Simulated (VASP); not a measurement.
# La (Fm-3m) in VASP: further runs

Runs on La. Level: PBE+D3(BJ). Tasks: single point.

All numbers are computed with VASP 6.6.1; they aren't measurements. Logs are shortened: lines on timing, memory, paths and dates and some standing lists are left out, and cuts for length are marked.

### 1 The cell of the first run

It takes space group Fm-3m (No. 225, cubic). Conventional cell: a = 5.202 Å, b = 5.202 Å, c = 5.202 Å, α = 90.00°, β = 90.00°, γ = 90.00°. Within 4.8 Å of La (site symmetry m-3m) lie 12 La at 3.68 Å.

### 2 Single point, PBE+D3(BJ)

INCAR reads:

```
SYSTEM = La
PREC = Accurate
ENCUT = 500
EDIFF = 1E-6
ISMEAR = 1
SIGMA = 0.05
LREAL = .False.
LASPH = .True.
NELM = 200
ALGO = Normal
ISIF = 2
LWAVE = .False.
LCHARG = .False.
GGA = PE
IVDW = 12
NBANDS = 12
GGA_COMPAT = .False.
LMAXMIX = 6
```

KPOINTS reads:

```
regular mesh
0
Gamma
  6 6 6
  0 0 0
```

POSCAR reads:

```
La
1.0
    0.0000000000      2.6009342373      2.6009342373
    2.6009342373      0.0000000000      2.6009342373
    2.6009342373      2.6009342373      0.0000000000
La
1
Direct
    0.0000000000      0.0000000000      0.0000000000
```

Potentials or basis: VASP PAW PBE potentials, release 64 (La).

Started as:

```console
cat potpaw_PBE.64/La/POTCAR > POTCAR
mpirun -np 1 vasp_std > vasp.out
```

OUTCAR:

```text
SYSTEM = La
   PREC = Accurate
   ENCUT = 500
   EDIFF = 1E-6
   ISMEAR = 1
   LREAL = .False.
   LASPH = .True.
   NELM = 200
   ISIF = 2
   GGA = PE
   IVDW = 12
 IVDW          = 12

 ion  position               nearest neighbor table
   1  0.000  0.000  0.000-

  LATTYP: Found a face centered cubic cell.
 ALAT       =     5.2018684746

  Lattice vectors:

 A1 = (   0.0000000000,   2.6009342373,   2.6009342373)
 A2 = (   2.6009342373,   0.0000000000,   2.6009342373)
 A3 = (   2.6009342373,   2.6009342373,   0.0000000000)

Analysis of symmetry for initial positions (statically):
=====================================================================
 Subroutine PRICEL returns:
 Original cell was already a primitive cell.

 Routine SETGRP: Setting up the symmetry group for a
 face centered cubic supercell.

 Subroutine GETGRP returns: Found 48 space group operations
 (whereof 48 operations were pure point group operations)
 out of a pool of 48 trial point group operations.

The static configuration has the point symmetry O_h .

Analysis of symmetry for dynamics (positions and initial velocities):
=====================================================================
 Subroutine PRICEL returns:
 Original cell was already a primitive cell.

 Routine SETGRP: Setting up the symmetry group for a
 face centered cubic supercell.

 Subroutine GETGRP returns: Found 48 space group operations
 (whereof 48 operations were pure point group operations)
 out of a pool of 48 trial point group operations.

The dynamic configuration has the point symmetry O_h .

 Subroutine INISYM returns: Found 48 space group operations
 (whereof 48 operations are pure point group operations),
 and found     1 'primitive' translations

----------------------------------------------------------------------------------------

                                     Primitive cell

  volume of cell :      35.1899

  direct lattice vectors                    reciprocal lattice vectors
     0.000000000  2.600934237  2.600934237    -0.192238617  0.192238617  0.192238617
     2.600934237  0.000000000  2.600934237     0.192238617 -0.192238617  0.192238617
     2.600934237  2.600934237  0.000000000     0.192238617  0.192238617 -0.192238617

  length of vectors
     3.678276473  3.678276473  3.678276473     0.332967051  0.332967051  0.332967051

  position of ions in fractional coordinates (direct lattice)
     0.000000000  0.000000000  0.000000000

  ion indices of the primitive-cell ions
   primitive index   ion index
                 1           1

----------------------------------------------------------------------------------------

 KPOINTS: regular mesh

Automatic generation of k-mesh.
 Grid dimensions read from file:
 generate k-points for:    6    6    6

 Generating k-lattice:

  Cartesian coordinates                     Fractional coordinates (reciprocal lattice)
    -0.032039769  0.032039769  0.032039769     0.166666667  0.000000000  0.000000000
     0.032039769 -0.032039769  0.032039769     0.000000000  0.166666667  0.000000000
     0.032039769  0.032039769 -0.032039769     0.000000000  0.000000000  0.166666667

  Length of vectors
     0.055494509  0.055494509  0.055494509

  Shift w.r.t. Gamma in fractional coordinates (k-lattice)
     0.000000000  0.000000000  0.000000000

 Subroutine IBZKPT returns following result:
 ===========================================

 Found     16 irreducible k-points:

 Following reciprocal coordinates:
            Coordinates               Weight
  0.000000  0.000000  0.000000      1.000000
  0.166667  0.000000  0.000000      8.000000
  0.333333  0.000000  0.000000      8.000000
  0.500000  0.000000  0.000000      4.000000
  0.166667  0.166667  0.000000      6.000000
  0.333333  0.166667  0.000000     24.000000
[... 8 lines left out ...]
 -0.333333  0.333333  0.166667     24.000000
 -0.333333  0.500000  0.166667     12.000000
   k-points           NKPTS =     16   k-points in BZ     NKDIM =     16   number of bands    NBANDS=     12
   number of dos      NEDOS =    301   number of ions     NIONS =      1
   total plane-waves  NPLWV =  21952
   dimension x,y,z NGX =    28 NGY =   28 NGZ =   28
   dimension x,y,z NGXF=    56 NGYF=   56 NGZF=   56
   ions per type =               1
   NGX,Y,Z   is equivalent  to a cutoff of  12.66, 12.66, 12.66 a.u.
   NGXF,Y,Z  is equivalent  to a cutoff of  25.31, 25.31, 25.31 a.u.
 SYSTEM =  La
   PREC   = accura    normal or accurate (medium, high low for compatibility)
   ISTART =      0    job   : 0-new  1-cont  2-samecut
   ICHARG =      2    charge: 1-file 2-atom 10-const
   ISPIN  =      1    spin polarized calculation?
   LNONCOLLINEAR =      F non collinear calculations
   LSORBIT =      F    spin-orbit coupling
   LASPH  =      T    aspherical Exc in radial PAW
   ENCUT  =  500.0 eV  36.75 Ry    6.06 a.u.   6.71  6.71  6.71*2*pi/ulx,y,z
   NELM   =    200;   NELMIN=  2; NELMDL= -5     # of ELM steps
   EDIFF  = 0.1E-05   stopping-criterion for ELM
   LREAL  =      F    real-space projection
   EDIFFG = 0.1E-04   stopping-criterion for IOM
   NSW    =      0    number of steps for IOM
   IBRION =     -1    ionic relax: 0-MD 1-quasi-New 2-CG
   NFREE  =      0    steps in history (QN), initial steepest desc. (CG)
   ISIF   =      2    stress and relaxation
   ISYM   =      2    0-nonsym 1-usesym 2-fastsym
   POTIM  = 0.5000    time-step for ionic-motion
   TEBEG  =    0.0;   TEEND  =   0.0 temperature during run
   PSTRESS=    0.0 pullay stress
   NELECT =      11.0000    total number of electrons
   NUPDOWN=      -1.0000    fix difference up-down
   EMIN   =  10.00;   EMAX   =-10.00  energy-range for DOS
   EFERMI =   0.00;   METHOD = LEGACY
   ISMEAR =     1;   SIGMA  =   0.05  broadening in eV -4-tet -1-fermi 0-gaus
   EFERMI_NEDOS =   21; number of points for ismear=-14 and -15
   IALGO  =     38    algorithm
   IMIX   =      4    mixing-type and parameters
     AMIX     =   0.40;   BMIX     =  1.00
     AMIX_MAG =   1.60;   BMIX_MAG =  1.00
  volume/ion in A,a.u.               =      35.19       237.47
  Fermi-wavevector in a.u.,A,eV,Ry     =   1.111049  2.099577 16.795423  1.234429
  Thomas-Fermi vector in A             =   2.247607
   LORBIT       =      0    0 simple, 1 ext, 2 COOP (PROOUT), +10 PAW based schemes
   GGA     = PE    functional components
   LHFCALC =     F    Hartree Fock is set to
   AEXX    =    0.0000 exact exchange contribution
   IVDW    =    12    specifies the selected vdW correction
   LEPSILON=     F    determine dielectric tensor
   LRPA    =     F    only Hartree local field effects (RPA)
 non-spin polarized calculation
 Methfessel and Paxton  Order N= 1 SIGMA  =   0.05
  energy-cutoff  :      500.00
  volume of cell :       35.19
 maximum number of plane-waves:       911
   NGX = 13   NGY = 13   NGZ = 13

 number of electron      11.0000000 magnetization

 Free energy of the ion-electron system (eV)
  ---------------------------------------------------
  ext. energy  EPLUGINS =         0.00000000
  ---------------------------------------------------
  free energy    TOTEN  =        -4.87734004 eV

  energy without entropy =       -4.87651778  energy(sigma->0) =       -4.87706596

 E-fermi :   8.3078     XC(G=0):  -9.7805

 val. band max:        8.3024821725   @ k =   0.3333   0.1667   0.0000
 cond. band min:       8.4948368499   @ k =   0.1667   0.1667   0.0000
 fundamental gap:      0.1923546774
 Fermi energy:         8.3078397632

 k-point     1 :       0.0000    0.0000    0.0000
  band No.  band energies     occupation
      1     -24.3992      2.00000
      2      -7.2805      2.00000
      3      -7.2805      2.00000
      4      -7.2805      2.00000
      5       5.2633      2.00000
      6       9.7450      0.00000
      7       9.9264      0.00000
      8       9.9264      0.00000
      9       9.9264      0.00000
     10      10.2978      0.00000
     11      10.2978      0.00000
     12      10.2978      0.00000

 k-point     2 :       0.1667    0.0000    0.0000
  band No.  band energies     occupation
      1     -24.3404      2.00000
      2      -7.7286      2.00000
      3      -7.3331      2.00000
      4      -7.3331      2.00000
      5       6.0453      2.00000
      6       8.9424     -0.00000
      7       9.9910      0.00000
      8       9.9910      0.00000
      9      10.1498      0.00000
     10      10.3021      0.00000
     11      10.3021      0.00000
     12      10.6464      0.00000

 k-point     3 :       0.3333    0.0000    0.0000
  band No.  band energies     occupation
      1     -24.2192      2.00000
      2      -8.5291      2.00000
      3      -7.4356      2.00000
      4      -7.4356      2.00000
      5       6.7305      2.00000
      6       9.5746      0.00000
      7       9.8506      0.00000
      8       9.8506      0.00000
      9       9.9224      0.00000
     10      10.3274      0.00000
     11      10.3274      0.00000
     12      10.9199      0.00000
[... 166 lines left out ...]
 k-point    15 :      -0.3333    0.3333    0.1667
  band No.  band energies     occupation
      1     -24.0967      2.00000
      2      -8.5449      2.00000
      3      -8.1442      2.00000
      4      -7.7304      2.00000
      5       7.7948      2.00000
      6       8.2434      2.06979
      7       9.3161      0.00000
      8      10.0334      0.00000
      9      10.3685      0.00000
     10      10.4293      0.00000
     11      10.7825      0.00000
     12      10.8283      0.00000

 k-point    16 :      -0.3333    0.5000    0.1667
  band No.  band energies     occupation
      1     -24.0766      2.00000
      2      -8.5676      2.00000
      3      -8.1074      2.00000
      4      -7.8860      2.00000
      5       7.0989      2.00000
      6       7.8408      2.00000
      7       9.8810      0.00000
      8      10.0604      0.00000
      9      10.4476      0.00000
     10      10.4541      0.00000
     11      10.7906      0.00000
     12      10.7920      0.00000

------------------------ aborting loop because EDIFF is reached ----------------------------------------

 Edisp (eV)   -0.43306

 E8    (eV) :    -0.2429

  FORCE on cell =-STRESS in cart. coord.  units (eV):
  Direction    XX          YY          ZZ          XY          YZ          ZX
  --------------------------------------------------------------------------------------
  -------------------------------------------------------------------------------------
  Total      -0.04627    -0.04627    -0.04627    -0.00000     0.00000    -0.00000
  in kB      -2.10672    -2.10672    -2.10672    -0.00000     0.00000    -0.00000
  external pressure =       -2.11 kB  Pullay stress =        0.00 kB

 VOLUME and BASIS-vectors are now :
 -----------------------------------------------------------------------------
  energy-cutoff  :      500.00
  volume of cell :       35.19
      direct lattice vectors                 reciprocal lattice vectors
     0.000000000  2.600934237  2.600934237    -0.192238617  0.192238617  0.192238617
     2.600934237  0.000000000  2.600934237     0.192238617 -0.192238617  0.192238617
     2.600934237  2.600934237  0.000000000     0.192238617  0.192238617 -0.192238617

 POSITION                                       TOTAL-FORCE (eV/Angst)
 -----------------------------------------------------------------------------------
      0.00000      0.00000      0.00000        -0.000000     -0.000000     -0.000000
 -----------------------------------------------------------------------------------
    total drift:                                0.000000      0.000000      0.000000

  FREE ENERGIE OF THE ION-ELECTRON SYSTEM (eV)
  ---------------------------------------------------
  free  energy   TOTEN  =        -5.3104030249 eV

  energy  without entropy=       -5.3095807658  energy(sigma->0) =       -5.31012894
```

Wall time 35 s (1 thread of Intel Xeon 8259CL, shared host); peak memory 0.17 GiB.

What came out:

```yaml
Free_energy: -5.3104 eV
Pressure: -0.2 GPa
Dispersion_energy_per_atom: -0.433 eV
```

Caveat: three body term missing; spin-orbit coupling is left out, which moves the levels of the heavy elements; pairwise dispersion overbinds metals, which lowers pressure and volume.

### 3 Single point, PBE+D3(BJ)

This run uses another cell than the first one, of 37.03 Å³/atom, 1.052 times its volume.

INCAR reads:

```
PREC = Accurate
ENCUT = 500
EDIFF = 1E-6
ISMEAR = 1
SIGMA = 0.05
LREAL = F
LASPH = T
NELM = 200
ALGO = Normal
ISIF = 2
LWAVE = F
LCHARG = F
GGA = PE
IVDW = 12
NBANDS = 12
GGA_COMPAT = F
LMAXMIX = 6
```

KPOINTS reads:

```
Automatic mesh
0
Gamma
  6 6 6
```

POSCAR reads:

```
La
1.0
    0.0000000000      2.6455000000      2.6455000000
    2.6455000000      0.0000000000      2.6455000000
    2.6455000000      2.6455000000      0.0000000000
La
1
Direct
    0.0000000000      0.0000000000      0.0000000000
```

Potentials or basis: VASP PAW PBE potentials, release 64 (La).

Started as:

```console
cat potpaw_PBE.64/La/POTCAR > POTCAR
mpirun -np 1 vasp_std > vasp.out
```

Wall time 35 s (1 thread of Intel Xeon 8259CL, shared host); peak memory 0.17 GiB.

It converged, with:

```yaml
Free_energy: -5.2999 eV
Pressure: -1.6 GPa
Dispersion_energy_per_atom: -0.411 eV
```

Levels at points of the mesh, in eV from the Fermi level:
```csv
k point,band 1,band 2,band 3,band 4,band 5,band 6,band 7,band 8,band 9,band 10
"(0.00, 0.00, 0.00)",-32.78,-15.77,-15.77,-15.77,-3.10,1.39,1.57,1.57,1.57,1.89
"(0.50, 0.00, 0.00)",-32.58,-17.16,-15.94,-15.94,-1.63,1.36,1.36,1.41,1.92,1.92
"(0.50, 0.50, 0.00)",-32.51,-17.06,-16.26,-16.26,-1.91,-1.31,1.98,1.98,1.98,1.99
```

Caveat: three body term missing; spin-orbit coupling is left out, which moves the levels of the heavy elements; pairwise dispersion overbinds metals, which lowers pressure and volume.
